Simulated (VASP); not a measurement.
# W (Fd-3m) in VASP: single point with HSE06

Aim: the single point of W with HSE06.

Program: VASP 6.6.1. These are calculated values, not measurements. Logs are shortened: lines on timing, memory, paths and dates and some standing lists are left out, and cuts for length are marked.

### Step 1. The cell of the first run

It takes space group Fd-3m (No. 227, cubic). Conventional cell: a = 5.832 Å, b = 5.832 Å, c = 5.832 Å, α = 90.00°, β = 90.00°, γ = 90.00°. W (site symmetry -43m) has 4 W at 2.53 Å within 3.3 Å.

This isn't the form of W at room conditions, which is bcc.

### Step 2. Single point, HSE06

Input file POSCAR:

```
W
1.0
    0.0000000000      2.9160588243      2.9160588243
    2.9160588243      0.0000000000      2.9160588243
    2.9160588243      2.9160588243      0.0000000000
W
2
Direct
    0.1250000000      0.1250000000      0.1250000000
    0.8750000000      0.8750000000      0.8750000000
```

Input file INCAR.step1:

```
PREC     = Accurate       # precision mode
ENCUT    = 520            # plane-wave cutoff, eV
EDIFF    = 1E-5           # SCF threshold, eV
ISMEAR   = -1             # smearing method
SIGMA    = 0.1            # smearing width, eV
LREAL    = F              # projectors in reciprocal space
LASPH    = T              # aspherical terms in the spheres
NELM     = 80             # most SCF steps
ALGO     = Normal         # electronic algorithm
ISIF     = 2              # what is computed and relaxed
LWAVE    = T              # write WAVECAR
GGA      = PE             # functional
NBANDS   = 21             # bands
```

Input file INCAR.step2:

```
PREC     = Accurate       # precision mode
ENCUT    = 520            # plane-wave cutoff, eV
EDIFF    = 1E-6           # SCF threshold, eV
ISMEAR   = -1             # smearing method
SIGMA    = 0.1            # smearing width, eV
LREAL    = F              # projectors in reciprocal space
LASPH    = T              # aspherical terms in the spheres
NELM     = 80             # most SCF steps
ALGO     = Normal         # electronic algorithm
ISIF     = 2              # what is computed and relaxed
LWAVE    = F              # write WAVECAR
LCHARG   = T              # write CHGCAR
GGA      = PE             # functional
LHFCALC  = T              # exact exchange
HFSCREEN = 0.2079         # screening, 1/A
PRECFOCK = Normal       
LELF     = T              # ELF
LVHAR    = T            
ISTART   = 1            
NBANDS   = 21             # bands
```

Input file KPOINTS:

```
Automatic mesh
0
Gamma
  5 5 5
```

Potentials or basis: VASP PAW PBE potentials, release 64 (W_sv).

Started as:

```console
> cat potpaw_PBE.64/W_sv/POTCAR > POTCAR
> cp INCAR.step1 INCAR
> mpirun -np 1 vasp_std > vasp.out
> cp INCAR.step2 INCAR
> mpirun -np 1 vasp_std > vasp.out
```

OUTCAR:

```text
PREC = Accurate
   ENCUT = 520
   EDIFF = 1E-6
   ISMEAR = -1
   LREAL = F
   LASPH = T
   NELM = 80
   ISIF = 2
   GGA = PE
   LHFCALC = T
   HFSCREEN = 0.2079
   PRECFOCK = Normal
   ISTART = 1

 ion  position               nearest neighbor table
   1  0.125  0.125  0.125-   2 2.53   2 2.53   2 2.53   2 2.53
   2  0.875  0.875  0.875-   1 2.53   1 2.53   1 2.53   1 2.53

  LATTYP: Found a face centered cubic cell.
 ALAT       =     5.8321176486

  Lattice vectors:

 A1 = (   0.0000000000,   2.9160588243,   2.9160588243)
 A2 = (   2.9160588243,   0.0000000000,   2.9160588243)
 A3 = (   2.9160588243,   2.9160588243,   0.0000000000)

Analysis of symmetry for initial positions (statically):
=====================================================================
 Subroutine PRICEL returns:
 Original cell was already a primitive cell.

 Routine SETGRP: Setting up the symmetry group for a
 face centered cubic supercell.

 Subroutine GETGRP returns: Found 48 space group operations
 (whereof 12 operations were pure point group operations)
 out of a pool of 48 trial point group operations.

The static configuration has the point symmetry D_3d.
 The point group associated with its full space group is O_h .

Analysis of symmetry for dynamics (positions and initial velocities):
=====================================================================
 Subroutine PRICEL returns:
 Original cell was already a primitive cell.

 Routine SETGRP: Setting up the symmetry group for a
 face centered cubic supercell.

 Subroutine GETGRP returns: Found 48 space group operations
 (whereof 12 operations were pure point group operations)
 out of a pool of 48 trial point group operations.

The dynamic configuration has the point symmetry D_3d.
 The point group associated with its full space group is O_h .

 Subroutine INISYM returns: Found 48 space group operations
 (whereof 12 operations are pure point group operations),
 and found     1 'primitive' translations

----------------------------------------------------------------------------------------

[... 73 lines left out ...]
   LSORBIT =      F    spin-orbit coupling
   LASPH  =      T    aspherical Exc in radial PAW
   ENCUT  =  520.0 eV  38.22 Ry    6.18 a.u.   7.67  7.67  7.67*2*pi/ulx,y,z
   NELM   =     80;   NELMIN=  2; NELMDL=  0     # of ELM steps
   EDIFF  = 0.1E-05   stopping-criterion for ELM
   LREAL  =      F    real-space projection
   EDIFFG = 0.1E-04   stopping-criterion for IOM
   NSW    =      0    number of steps for IOM
   IBRION =     -1    ionic relax: 0-MD 1-quasi-New 2-CG
   NFREE  =      0    steps in history (QN), initial steepest desc. (CG)
   ISIF   =      2    stress and relaxation
   ISYM   =      3    0-nonsym 1-usesym 2-fastsym
   POTIM  = 0.5000    time-step for ionic-motion
   TEBEG  =    0.0;   TEEND  =   0.0 temperature during run
   PSTRESS=    0.0 pullay stress
   NELECT =      28.0000    total number of electrons
   NUPDOWN=      -1.0000    fix difference up-down
   EMIN   =  10.00;   EMAX   =-10.00  energy-range for DOS
   EFERMI =   0.00;   METHOD = LEGACY
   ISMEAR =    -1;   SIGMA  =   0.10  broadening in eV -4-tet -1-fermi 0-gaus
   EFERMI_NEDOS =   21; number of points for ismear=-14 and -15
   IALGO  =     38    algorithm
   IMIX   =      1    mixing-type and parameters
     AMIX     =   0.40;   BMIX     =  1.00
     AMIX_MAG =   1.60;   BMIX_MAG =  1.00
  volume/ion in A,a.u.               =      24.80       167.33
  Fermi-wavevector in a.u.,A,eV,Ry     =   1.353073  2.556937 24.909635  1.830807
  Thomas-Fermi vector in A             =   2.480359
   LORBIT       =      0    0 simple, 1 ext, 2 COOP (PROOUT), +10 PAW based schemes
   GGA     = PE    functional components
   LHFCALC =     T    Hartree Fock is set to
   PRECFOCK=normal    Normal, Fast or Accurate (Low or Medium for compatibility)
   ENCUT4O =  -1.0   cutoff for four orbital integrals eV
   NKREDX  =     1    reduce k-point grid by
   NKREDY  =     1    reduce k-point grid by
   NKREDZ  =     1    reduce k-point grid by
   AEXX    =    0.2500 exact exchange contribution
   HFSCREEN=    0.2079 screening length (either q_TF or 0.3 A-1)
   HFSCREENC=   0.2079 screening length for correlation (either q_TF or 0.3 A-1)
   ENCUTFOCK=  -1.0 apply spherical cutoff to Coloumb kernel
   IVDW    =     0    specifies the selected vdW correction
   LEPSILON=     F    determine dielectric tensor
   LRPA    =     F    only Hartree local field effects (RPA)
 non-spin polarized calculation
  energy-cutoff  :      520.00
  volume of cell :       49.59
 maximum number of plane-waves:      1363
  NGX = 24; NGY = 24; NGZ = 24

 number of electron      28.0000000 magnetization

 Free energy of the ion-electron system (eV)
  ---------------------------------------------------
  ext. energy  EPLUGINS =         0.00000000
  ---------------------------------------------------
  free energy    TOTEN  =       -23.71256276 eV

  energy without entropy =      -23.61947597  energy(sigma->0) =      -23.66601937

 E-fermi :   4.9562     XC(G=0):  -8.9073

 val. band max:        4.9169231350   @ k =  -0.4000   0.4000   0.0000
 cond. band min:       4.9668868664   @ k =  -0.2000   0.2000   0.0000
 fundamental gap:      0.0499637314
 Fermi energy:         4.9562080682

 k-point     1 :       0.0000    0.0000    0.0000
  band No.  band energies     occupation
      1     -72.1809      2.00000
      2     -71.8189      2.00000
      3     -35.3390      2.00000
      4     -35.3390      2.00000
      5     -35.3390      2.00000
      6     -34.3261      2.00000
[... 229 lines left out ...]
     20      11.1655      0.00000
     21      11.7346      0.00000

------------------------ aborting loop because EDIFF is reached ----------------------------------------

  FORCE on cell =-STRESS in cart. coord.  units (eV):
  Direction    XX          YY          ZZ          XY          YZ          ZX
  --------------------------------------------------------------------------------------
  -------------------------------------------------------------------------------------
  Total       -1.0739110     -1.0739110     -1.0739110      0.0000000     -0.0000000      0.0000000
  in kB      -34.6944532    -34.6944532    -34.6944532      0.0000000     -0.0000000      0.0000000
  external PRESSURE =     -34.6944532 kB  Pullay stress =       0.0000000 kB

 VOLUME and BASIS-vectors are now :
 -----------------------------------------------------------------------------
  energy-cutoff  :      520.00
  volume of cell :       49.59
      direct lattice vectors                 reciprocal lattice vectors
     0.000000000  2.916058824  2.916058824    -0.171464305  0.171464305  0.171464305
     2.916058824  0.000000000  2.916058824     0.171464305 -0.171464305  0.171464305
     2.916058824  2.916058824  0.000000000     0.171464305  0.171464305 -0.171464305

 POSITION                                       TOTAL-FORCE (eV/Angst)
 -----------------------------------------------------------------------------------
      0.72901      0.72901      0.72901        -0.000000     -0.000000      0.000000
      5.10310      5.10310      5.10310         0.000000      0.000000     -0.000000
 -----------------------------------------------------------------------------------
    total drift:                               -0.000000     -0.000000     -0.000000

  FREE ENERGIE OF THE ION-ELECTRON SYSTEM (eV)
  ---------------------------------------------------
  free  energy   TOTEN  =       -23.7125627638 eV

  energy  without entropy=      -23.6194759736  energy(sigma->0) =      -23.66601937
```

OSZICAR.step1:

```text
N       E                     dE             d eps       ncg     rms          rms(c)
DAV:   1     0.313216668857E+03    0.31322E+03   -0.17115E+04   420   0.143E+03
DAV:   2    -0.106782422331E+02   -0.32389E+03   -0.31613E+03   455   0.451E+02
DAV:   3    -0.208513748257E+02   -0.10173E+02   -0.99377E+01   493   0.817E+01
DAV:   4    -0.209881892924E+02   -0.13681E+00   -0.13655E+00   465   0.104E+01
DAV:   5    -0.209902437322E+02   -0.20544E-02   -0.20544E-02   485   0.132E+00    0.196E+01
DAV:   6    -0.207006592277E+02    0.28958E+00   -0.49780E-01   473   0.596E+00    0.902E+00
DAV:   7    -0.206309788857E+02    0.69680E-01   -0.19305E-01   510   0.401E+00    0.879E-01
DAV:   8    -0.206262770088E+02    0.47019E-02   -0.21689E-02   430   0.107E+00    0.912E-02
DAV:   9    -0.206263378186E+02   -0.60810E-04   -0.54318E-04   455   0.192E-01    0.927E-02
DAV:  10    -0.206263688847E+02   -0.31066E-04   -0.35412E-05   475   0.561E-02    0.292E-03
DAV:  11    -0.206263686125E+02    0.27218E-06   -0.88726E-07   235   0.780E-03
   1 F= -.20626369E+02 E0= -.20574765E+02  d E =-.103208E+00
```

It took 79 min on 1 thread of Intel Xeon 8259CL, shared host; peak memory 0.31 GiB.

What came out:

- Free energy: -23.7126 eV
- Pressure: -3.5 GPa
- Band gap on the k mesh: zero (bands 14 and 15 overlap by 0.56 eV)

Levels at points of the mesh, in eV from the Fermi level:
```csv
k point,band 12,band 13,band 14,band 15,band 16,band 17
"(0.00, 0.00, 0.00)",-1.42,-1.42,-1.42,1.95,1.95,1.95
```

Caveat: the k points lie up to 0.37 Å⁻¹ apart, too coarse for converged energies and pressures of a metal; the PAW data sets were made with another functional, which shifts forces and pressure a little; spin-orbit coupling is left out, which moves the levels of the heavy elements.

The gap in the log of VASP goes by the Fermi energy; the results here count the filled bands.